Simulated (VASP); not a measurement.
# KCl (P6_3/mmc) in VASP: single point with HSE06

Aim: the single point of KCl with HSE06.

Program: VASP 6.6.1. These are calculated values, not measurements. Logs are shortened: lines on timing, memory, paths and dates and some standing lists are left out, and cuts for length are marked.

## Step 1: The cell of the first run

The structure is hexagonal, space group P6_3/mmc (No. 194). The conventional cell has a = 4.451 Å, b = 4.451 Å, c = 7.520 Å, α = 90.00°, β = 90.00°, γ = 120.00°. K (site symmetry -3m) has 6 Cl at 3.18 Å and 2 K at 3.76 Å within 4.2 Å. Cl (site symmetry -6m2) has 6 K at 3.18 Å within 4.2 Å.

## Step 2: Single point, HSE06 (epitaxial xy strain +2.5%)

POSCAR reads:

```
KCl
1.0
    4.4507508772      0.0000000000      0.0000000000
   -2.2253754386      3.8544633256      0.0000000000
    0.0000000000      0.0000000000      7.5201935882
K Cl
2 2
Direct
    0.0000000000      0.0000000000      0.0000000000
    0.0000000000      0.0000000000      0.5000000000
    0.3333333333      0.6666666667      0.2500000000
    0.6666666667      0.3333333333      0.7500000000
```

INCAR.step1 reads:

```
  ALGO = Normal
  EDIFF = 1E-5
  ENCUT = 520
  GGA = PE
  ISIF = 2
  ISMEAR = 0
  KPAR = 2
  LASPH = True
  LCHARG = False
  LREAL = False
  LWAVE = True
  NBANDS = 24
  NELM = 60
  PREC = Accurate
  SIGMA = 0.01
```

INCAR.step2 reads:

```
  ALGO = Normal
  EDIFF = 1E-6
  ENCUT = 520
  GGA = PE
  HFSCREEN = 0.2079
  ISIF = 2
  ISMEAR = 0
  ISTART = 1
  KPAR = 2
  LASPH = True
  LCHARG = False
  LHFCALC = True
  LREAL = False
  LWAVE = False
  NBANDS = 24
  NELM = 60
  PREC = Accurate
  PRECFOCK = Normal
  SIGMA = 0.01
```

KPOINTS reads:

```
k-points
0
Gamma
  6 6 2
```

Potentials or basis: VASP PAW PBE potentials, release 64 (K_sv, Cl).

Run with:

```
> cat potpaw_PBE.64/K_sv/POTCAR potpaw_PBE.64/Cl/POTCAR > POTCAR
> cp INCAR.step1 INCAR
> mpirun -np 2 vasp_std > vasp.out
> cp INCAR.step2 INCAR
> mpirun -np 2 vasp_std > vasp.out
```

OUTCAR:

```text
EDIFF = 1E-6
   ENCUT = 520
   GGA = PE
   HFSCREEN = 0.2079
   ISIF = 2
   ISMEAR = 0
   ISTART = 1
   LASPH = True
   LHFCALC = True
   LREAL = False
   NELM = 60
   PREC = Accurate
   PRECFOCK = Normal

 ion  position               nearest neighbor table
   1  0.000  0.000  0.000-   3 3.18   4 3.18   4 3.18   3 3.18   4 3.18   3 3.18   2 3.76   2 3.76

   2  0.000  0.000  0.500-   3 3.18   4 3.18   4 3.18   3 3.18   4 3.18   3 3.18   1 3.76   1 3.76

   3  0.333  0.667  0.250-   1 3.18   2 3.18   1 3.18   2 3.18   1 3.18   2 3.18
   4  0.667  0.333  0.750-   1 3.18   2 3.18   1 3.18   2 3.18   1 3.18   2 3.18

  LATTYP: Found a hexagonal cell.
 ALAT       =     4.4507508772
 C/A-ratio  =     1.6896460385

  Lattice vectors:

 A1 = (   4.4507508772,   0.0000000000,   0.0000000000)
 A2 = (  -2.2253754386,   3.8544633256,   0.0000000000)
 A3 = (   0.0000000000,   0.0000000000,   7.5201935882)

Analysis of symmetry for initial positions (statically):
=====================================================================
 Subroutine PRICEL returns:
 Original cell was already a primitive cell.

 Routine SETGRP: Setting up the symmetry group for a
 hexagonal supercell.

 Subroutine GETGRP returns: Found 24 space group operations
 (whereof 12 operations were pure point group operations)
 out of a pool of 24 trial point group operations.

The static configuration has the point symmetry D_3d.
 The point group associated with its full space group is D_6h.

Analysis of symmetry for dynamics (positions and initial velocities):
=====================================================================
 Subroutine PRICEL returns:
 Original cell was already a primitive cell.

 Routine SETGRP: Setting up the symmetry group for a
 hexagonal supercell.

 Subroutine GETGRP returns: Found 24 space group operations
 (whereof 12 operations were pure point group operations)
 out of a pool of 24 trial point group operations.

The dynamic configuration has the point symmetry D_3d.
 The point group associated with its full space group is D_6h.

 Subroutine INISYM returns: Found 24 space group operations
 (whereof 12 operations are pure point group operations),
 and found     1 'primitive' translations

----------------------------------------------------------------------------------------

                                     Primitive cell

  volume of cell :     129.0108

  direct lattice vectors                    reciprocal lattice vectors
     4.450750877  0.000000000  0.000000000     0.224681189  0.129719745  0.000000000
    -2.225375439  3.854463326  0.000000000     0.000000000  0.259439490  0.000000000
     0.000000000  0.000000000  7.520193588     0.000000000  0.000000000  0.132975300

  length of vectors
     4.450750877  4.450750877  7.520193588     0.259439490  0.259439490  0.132975300

  position of ions in fractional coordinates (direct lattice)
     0.000000000  0.000000000  0.000000000
     0.000000000  0.000000000  0.500000000
     0.333333333  0.666666667  0.250000000
     0.666666667  0.333333333  0.750000000

  ion indices of the primitive-cell ions
   primitive index   ion index
                 1           1
                 2           2
                 3           3
                 4           4

----------------------------------------------------------------------------------------

 KPOINTS: k-points

Automatic generation of k-mesh.
 Grid dimensions read from file:
 generate k-points for:    6    6    2

 Generating k-lattice:

  Cartesian coordinates                     Fractional coordinates (reciprocal lattice)
     0.037446865  0.021619958  0.000000000     0.166666667  0.000000000  0.000000000
     0.000000000  0.043239915  0.000000000     0.000000000  0.166666667  0.000000000
     0.000000000  0.000000000  0.066487650     0.000000000  0.000000000  0.500000000

  Length of vectors
     0.043239915  0.043239915  0.066487650

  Shift w.r.t. Gamma in fractional coordinates (k-lattice)
     0.000000000  0.000000000  0.000000000

 Subroutine IBZKPT returns following result:
 ===========================================

 Found     14 irreducible k-points:

 Following reciprocal coordinates:
            Coordinates               Weight
  0.000000  0.000000  0.000000      1.000000
  0.166667 -0.000000  0.000000      6.000000
  0.333333 -0.000000  0.000000      6.000000
  0.500000 -0.000000  0.000000      3.000000
  0.166667  0.166667  0.000000      6.000000
  0.333333  0.166667  0.000000     12.000000
  0.333333  0.333333  0.000000      2.000000
  0.000000  0.000000  0.500000      1.000000
  0.166667 -0.000000  0.500000      6.000000
  0.333333 -0.000000  0.500000      6.000000
  0.500000 -0.000000  0.500000      3.000000
  0.166667  0.166667  0.500000      6.000000
  0.333333  0.166667  0.500000     12.000000
  0.333333  0.333333  0.500000      2.000000
   k-points           NKPTS =     14   k-points in BZ     NKDIM =     72   number of bands    NBANDS=     24
   number of dos      NEDOS =    301   number of ions     NIONS =      4
   total plane-waves  NPLWV =  72576
   dimension x,y,z NGX =    36 NGY =   36 NGZ =   56
   dimension x,y,z NGXF=    72 NGYF=   72 NGZF=  112
   ions per type =               2   2
   NGX,Y,Z   is equivalent  to a cutoff of  13.45, 13.45, 12.38 a.u.
   NGXF,Y,Z  is equivalent  to a cutoff of  26.89, 26.89, 24.76 a.u.
 SYSTEM =  unknown system
   PREC   = accura    normal or accurate (medium, high low for compatibility)
   ISTART =      1    job   : 0-new  1-cont  2-samecut
   ICHARG =      0    charge: 1-file 2-atom 10-const
   ISPIN  =      1    spin polarized calculation?
   LNONCOLLINEAR =      F non collinear calculations
   LSORBIT =      F    spin-orbit coupling
   LASPH  =      T    aspherical Exc in radial PAW
   ENCUT  =  520.0 eV  38.22 Ry    6.18 a.u.   8.28  8.28 13.98*2*pi/ulx,y,z
   NELM   =     60;   NELMIN=  2; NELMDL=  0     # of ELM steps
   EDIFF  = 0.1E-05   stopping-criterion for ELM
   LREAL  =      F    real-space projection
   EDIFFG = 0.1E-04   stopping-criterion for IOM
   NSW    =      0    number of steps for IOM
   IBRION =     -1    ionic relax: 0-MD 1-quasi-New 2-CG
   NFREE  =      0    steps in history (QN), initial steepest desc. (CG)
   ISIF   =      2    stress and relaxation
   ISYM   =      3    0-nonsym 1-usesym 2-fastsym
   POTIM  = 0.5000    time-step for ionic-motion
   TEBEG  =    0.0;   TEEND  =   0.0 temperature during run
   PSTRESS=    0.0 pullay stress
   NELECT =      32.0000    total number of electrons
   NUPDOWN=      -1.0000    fix difference up-down
   EMIN   =  10.00;   EMAX   =-10.00  energy-range for DOS
   EFERMI =   0.00;   METHOD = LEGACY
   ISMEAR =     0;   SIGMA  =   0.01  broadening in eV -4-tet -1-fermi 0-gaus
   EFERMI_NEDOS =   21; number of points for ismear=-14 and -15
   IALGO  =     38    algorithm
   IMIX   =      1    mixing-type and parameters
     AMIX     =   0.40;   BMIX     =  1.00
     AMIX_MAG =   1.60;   BMIX_MAG =  1.00
  volume/ion in A,a.u.               =      32.25       217.65
  Fermi-wavevector in a.u.,A,eV,Ry     =   1.028607  1.943785 14.395400  1.058032
  Thomas-Fermi vector in A             =   2.162612
   LORBIT       =      0    0 simple, 1 ext, 2 COOP (PROOUT), +10 PAW based schemes
   GGA     = PE    functional components
   LHFCALC =     T    Hartree Fock is set to
   PRECFOCK=normal    Normal, Fast or Accurate (Low or Medium for compatibility)
   ENCUT4O =  -1.0   cutoff for four orbital integrals eV
   NKREDX  =     1    reduce k-point grid by
   NKREDY  =     1    reduce k-point grid by
   NKREDZ  =     1    reduce k-point grid by
   AEXX    =    0.2500 exact exchange contribution
   HFSCREEN=    0.2079 screening length (either q_TF or 0.3 A-1)
   HFSCREENC=   0.2079 screening length for correlation (either q_TF or 0.3 A-1)
   ENCUTFOCK=  -1.0 apply spherical cutoff to Coloumb kernel
   IVDW    =     0    specifies the selected vdW correction
   LEPSILON=     F    determine dielectric tensor
   LRPA    =     F    only Hartree local field effects (RPA)
 non-spin polarized calculation
 Gauss-broadening in eV      SIGMA  =   0.01
  energy-cutoff  :      520.00
  volume of cell :      129.01
 maximum number of plane-waves:      3496
 NGX is ok and might be reduce to    36
  NGX = 28; NGY = 28; NGZ = 42

 number of electron      32.0000000 magnetization

 Free energy of the ion-electron system (eV)
  ---------------------------------------------------
  ext. energy  EPLUGINS =         0.00000000
  ---------------------------------------------------
  free energy    TOTEN  =       -15.61214477 eV

  energy without entropy =      -15.61214477  energy(sigma->0) =      -15.61214477

 E-fermi :  -2.7978     XC(G=0):  -6.1921

 val. band max:       -2.9335875289   @ k =   0.0000   0.0000   0.0000
 cond. band min:       3.4338543395   @ k =   0.0000   0.0000   0.0000
 fundamental gap:      6.3674418684
 Fermi energy:        -2.7978142780

 k-point     1 :       0.0000    0.0000    0.0000
  band No.  band energies     occupation
      1     -32.4241      2.00000
      2     -32.3990      2.00000
      3     -16.3689      2.00000
      4     -16.1781      2.00000
      5     -14.5309      2.00000
      6     -14.5309      2.00000
[... 16 lines left out ...]
     23       7.4782      0.00000
     24       7.4782      0.00000

 k-point     2 :       0.1667   -0.0000    0.0000
  band No.  band energies     occupation
      1     -32.4223      2.00000
      2     -32.3975      2.00000
      3     -16.3132      2.00000
      4     -16.2106      2.00000
      5     -14.5388      2.00000
      6     -14.5170      2.00000
[... 16 lines left out ...]
     23       7.6242      0.00000
     24       7.7756      0.00000

 k-point     3 :       0.3333   -0.0000    0.0000
  band No.  band energies     occupation
      1     -32.4186      2.00000
      2     -32.3945      2.00000
      3     -16.2983      2.00000
      4     -16.1552      2.00000
      5     -14.6483      2.00000
      6     -14.5721      2.00000
[... 16 lines left out ...]
     23       8.5102      0.00000
     24       8.6013      0.00000
[... 244 lines left out ...]
 k-point    13 :       0.3333    0.1667    0.5000
  band No.  band energies     occupation
      1     -32.4049      2.00000
      2     -32.4049      2.00000
      3     -16.2094      2.00000
      4     -16.2094      2.00000
      5     -14.6003      2.00000
      6     -14.6003      2.00000
[... 16 lines left out ...]
     23       8.9314      0.00000
     24       8.9314      0.00000

 k-point    14 :       0.3333    0.3333    0.5000
  band No.  band energies     occupation
      1     -32.4041      2.00000
      2     -32.4041      2.00000
      3     -16.1999      2.00000
      4     -16.1999      2.00000
      5     -14.5972      2.00000
      6     -14.5972      2.00000
[... 16 lines left out ...]
     23       8.5836      0.00000
     24       8.5948      0.00000

------------------------ aborting loop because EDIFF is reached ----------------------------------------

  FORCE on cell =-STRESS in cart. coord.  units (eV):
  Direction    XX          YY          ZZ          XY          YZ          ZX
  --------------------------------------------------------------------------------------
  -------------------------------------------------------------------------------------
  Total       -0.2890831     -0.2890831      0.4126086      0.0000000      0.0000000      0.0000000
  in kB       -3.5901038     -3.5901038      5.1241597      0.0000000      0.0000000      0.0000000
  external PRESSURE =      -0.6853493 kB  Pullay stress =       0.0000000 kB

 VOLUME and BASIS-vectors are now :
 -----------------------------------------------------------------------------
  energy-cutoff  :      520.00
  volume of cell :      129.01
      direct lattice vectors                 reciprocal lattice vectors
     4.450750877  0.000000000  0.000000000     0.224681189  0.129719745  0.000000000
    -2.225375439  3.854463326  0.000000000     0.000000000  0.259439490  0.000000000
     0.000000000  0.000000000  7.520193588     0.000000000  0.000000000  0.132975300

 POSITION                                       TOTAL-FORCE (eV/Angst)
 -----------------------------------------------------------------------------------
      0.00000      0.00000      0.00000        -0.000000     -0.000000     -0.000000
      0.00000      0.00000      3.76010        -0.000000     -0.000000     -0.000000
     -0.00000      2.56964      1.88005         0.000000      0.000000     -0.000000
      2.22538      1.28482      5.64015         0.000000     -0.000000      0.000000
 -----------------------------------------------------------------------------------
    total drift:                               -0.000000     -0.000000     -0.000000

  FREE ENERGIE OF THE ION-ELECTRON SYSTEM (eV)
  ---------------------------------------------------
  free  energy   TOTEN  =       -15.6121447717 eV

  energy  without entropy=      -15.6121447717  energy(sigma->0) =      -15.61214477
```

It took 41 min on 2 MPI ranks of Intel Xeon Platinum 8375C at 2.90GHz (Ice Lake), shared host; peak memory 0.4 GiB.

What came out:

```
Free energy            : -15.6121 eV
Pressure               : -0.1 GPa
Band gap on the k mesh : 6.37 eV
```

Stress tensor (GPa, compression positive):
```
-0.36  0.00  0.00
 0.00 -0.36  0.00
 0.00  0.00  0.51
```

Caveat: the cell differs from its parent crystal (epitaxial xy strain +2.5%); the PAW data sets were made with another functional, which shifts forces and pressure a little.
